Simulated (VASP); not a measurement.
# In (P4/mmm) in VASP: single point with PBE

Aim: the single point of In with PBE.

Everything below comes from runs of VASP 6.6.1. Logs are shortened: lines on timing, memory, paths and dates and some standing lists are left out, and cuts for length are marked.

## (1) The cell of the first run

The typed cell holds 1 atom: a = 3.091 Å, b = 3.091 Å, c = 3.088 Å, α = 90.00°, β = 90.00°, γ = 90.00°.

## (2) Single point, PBE

The input, INCAR:

```
SYSTEM = In
ALGO = Fast
EDIFF = 1E-6
ENCUT = 520
GGA = PE
ISIF = 2
ISMEAR = 0
LASPH = .TRUE.
LCHARG = .FALSE.
LREAL = .FALSE.
LWAVE = .FALSE.
NBANDS = 12
NELM = 60
PREC = Accurate
SIGMA = 0.1
```

The input, KPOINTS:

```
k-points
0
G
  18 18 18
  0 0 0
```

The input, POSCAR:

```
In
1.0
    3.0907644659      0.0000000000      0.0000000000
    0.0000000000      3.0907644659      0.0000000000
    0.0000000000      0.0000000000      3.0881661279
In
1
Direct
    0.0000000000      0.0000000000      0.5000000000
```

Potentials or basis: VASP PAW PBE potentials, release 64 (In_d).

Command:

```sh
cat potpaw_PBE.64/In_d/POTCAR > POTCAR
mpirun -np 1 vasp_std > vasp.out
```

OUTCAR:

```text
SYSTEM = In
   EDIFF = 1E-6
   ENCUT = 520
   GGA = PE
   ISIF = 2
   ISMEAR = 0
   LASPH = .TRUE.
   LREAL = .FALSE.
   NELM = 60
   PREC = Accurate

 ion  position               nearest neighbor table
   1  0.000  0.000  0.500-

  LATTYP: Found a simple tetragonal cell.
 ALAT       =     3.0907644659
 C/A-ratio  =     0.9991593219

  Lattice vectors:

 A1 = (   3.0907644659,   0.0000000000,   0.0000000000)
 A2 = (   0.0000000000,   3.0907644659,   0.0000000000)
 A3 = (   0.0000000000,   0.0000000000,   3.0881661279)

Analysis of symmetry for initial positions (statically):
=====================================================================
 Subroutine PRICEL returns:
 Original cell was already a primitive cell.

 Routine SETGRP: Setting up the symmetry group for a
 simple tetragonal supercell.

 Subroutine GETGRP returns: Found 16 space group operations
 (whereof 16 operations were pure point group operations)
 out of a pool of 16 trial point group operations.

The static configuration has the point symmetry D_4h.

Analysis of symmetry for dynamics (positions and initial velocities):
=====================================================================
 Subroutine PRICEL returns:
 Original cell was already a primitive cell.

 Routine SETGRP: Setting up the symmetry group for a
 simple tetragonal supercell.

 Subroutine GETGRP returns: Found 16 space group operations
 (whereof 16 operations were pure point group operations)
 out of a pool of 16 trial point group operations.

The dynamic configuration has the point symmetry D_4h.

 Subroutine INISYM returns: Found 16 space group operations
 (whereof 16 operations are pure point group operations),
 and found     1 'primitive' translations

----------------------------------------------------------------------------------------

                                     Primitive cell

  volume of cell :      29.5007

  direct lattice vectors                    reciprocal lattice vectors
     3.090764466  0.000000000  0.000000000     0.323544551  0.000000000  0.000000000
     0.000000000  3.090764466  0.000000000     0.000000000  0.323544551  0.000000000
     0.000000000  0.000000000  3.088166128     0.000000000  0.000000000  0.323816776

  length of vectors
     3.090764466  3.090764466  3.088166128     0.323544551  0.323544551  0.323816776

  position of ions in fractional coordinates (direct lattice)
[... 83 lines left out ...]
   ISIF   =      2    stress and relaxation
   ISYM   =      2    0-nonsym 1-usesym 2-fastsym
   POTIM  = 0.5000    time-step for ionic-motion
   TEBEG  =    0.0;   TEEND  =   0.0 temperature during run
   PSTRESS=    0.0 pullay stress
   NELECT =      13.0000    total number of electrons
   NUPDOWN=      -1.0000    fix difference up-down
   EMIN   =  10.00;   EMAX   =-10.00  energy-range for DOS
   EFERMI =   0.00;   METHOD = LEGACY
   ISMEAR =     0;   SIGMA  =   0.10  broadening in eV -4-tet -1-fermi 0-gaus
   EFERMI_NEDOS =   21; number of points for ismear=-14 and -15
   IALGO  =     68    algorithm
   IMIX   =      4    mixing-type and parameters
     AMIX     =   0.40;   BMIX     =  1.00
     AMIX_MAG =   1.60;   BMIX_MAG =  1.00
  volume/ion in A,a.u.               =      29.50       199.08
  Fermi-wavevector in a.u.,A,eV,Ry     =   1.245791  2.354203 21.116170  1.551995
  Thomas-Fermi vector in A             =   2.379997
   LORBIT       =      0    0 simple, 1 ext, 2 COOP (PROOUT), +10 PAW based schemes
   GGA     = PE    functional components
   LHFCALC =     F    Hartree Fock is set to
   AEXX    =    0.0000 exact exchange contribution
   IVDW    =     0    specifies the selected vdW correction
   LEPSILON=     F    determine dielectric tensor
   LRPA    =     F    only Hartree local field effects (RPA)
 non-spin polarized calculation
 RMM-DIIS sequential band-by-band and
 Gauss-broadening in eV      SIGMA  =   0.10
  energy-cutoff  :      520.00
  volume of cell :       29.50
 maximum number of plane-waves:       840
 NGX is ok and might be reduce to    24
   NGX = 11   NGY = 11   NGZ = 11

 number of electron      12.9999984 magnetization

 Free energy of the ion-electron system (eV)
  ---------------------------------------------------
  ext. energy  EPLUGINS =         0.00000000
  ---------------------------------------------------
  free energy    TOTEN  =        -2.46467661 eV

  energy without entropy =       -2.46191720  energy(sigma->0) =       -2.46329690

 E-fermi :   6.1048     XC(G=0):  -9.6158

 val. band max:        6.0982335833   @ k =   0.3889   0.0556   0.3889
 cond. band min:       6.1186157758   @ k =   0.5000   0.4444   0.0000
 fundamental gap:      0.0203821925
 Fermi energy:         6.1048063774

 k-point     1 :       0.0000    0.0000    0.0000
  band No.  band energies     occupation
      1      -8.8316      2.00000
      2      -8.8300      2.00000
      3      -8.1816      2.00000
      4      -8.1808      2.00000
      5      -8.1808      2.00000
      6      -2.7375      2.00000
      7      13.1700      0.00000
      8      13.1700      0.00000
      9      13.1966      0.00000
     10      16.3215      0.00000
     11      16.3381      0.00000
     12      17.3633      0.00000
[... 331 lines left out ...]
 k-point    24 :       0.3333    0.1111    0.0000
  band No.  band energies     occupation
      1      -8.7617      2.00000
      2      -8.4606      2.00000
      3      -8.3457      2.00000
      4      -8.3117      2.00000
      5      -8.1898      2.00000
      6      -0.7018      2.00000
      7       5.6249      2.00000
      8      12.8280      0.00000
      9      15.2866      0.00000
     10      17.8535      0.00000
     11      18.3392      0.00000
     12      21.0288      0.00000

 [... further k-points ...]

------------------------ aborting loop because EDIFF is reached ----------------------------------------

  FORCE on cell =-STRESS in cart. coord.  units (eV):
  Direction    XX          YY          ZZ          XY          YZ          ZX
  --------------------------------------------------------------------------------------
  -------------------------------------------------------------------------------------
  Total       -0.0085590     -0.0085590      0.0010267      0.0000000     -0.0000000     -0.0000000
  in kB       -0.4648385     -0.4648385      0.0557585      0.0000000     -0.0000000     -0.0000000
  external PRESSURE =      -0.2913062 kB  Pullay stress =       0.0000000 kB

 VOLUME and BASIS-vectors are now :
 -----------------------------------------------------------------------------
  energy-cutoff  :      520.00
  volume of cell :       29.50
      direct lattice vectors                 reciprocal lattice vectors
     3.090764466  0.000000000  0.000000000     0.323544551  0.000000000  0.000000000
     0.000000000  3.090764466  0.000000000     0.000000000  0.323544551  0.000000000
     0.000000000  0.000000000  3.088166128     0.000000000  0.000000000  0.323816776

 POSITION                                       TOTAL-FORCE (eV/Angst)
 -----------------------------------------------------------------------------------
      0.00000      0.00000      1.54408         0.000000      0.000000      0.000000
 -----------------------------------------------------------------------------------
    total drift:                                0.000000     -0.000000      0.000000

  FREE ENERGIE OF THE ION-ELECTRON SYSTEM (eV)
  ---------------------------------------------------
  free  energy   TOTEN  =        -2.4646766098 eV

  energy  without entropy=       -2.4619171983  energy(sigma->0) =       -2.46329690
```

Wall time 1.8 min (1 thread of Intel Xeon Platinum 8259CL at 2.50GHz (Skylake/Cascade Lake), shared host); peak memory 0.29 GiB.

Results:

| Item | Value |
| --- | --- |
| Free energy | -2.4647 eV |
| Pressure | 0.0 GPa |

Caveat: spin-orbit coupling is left out, which moves the levels of the heavy elements.
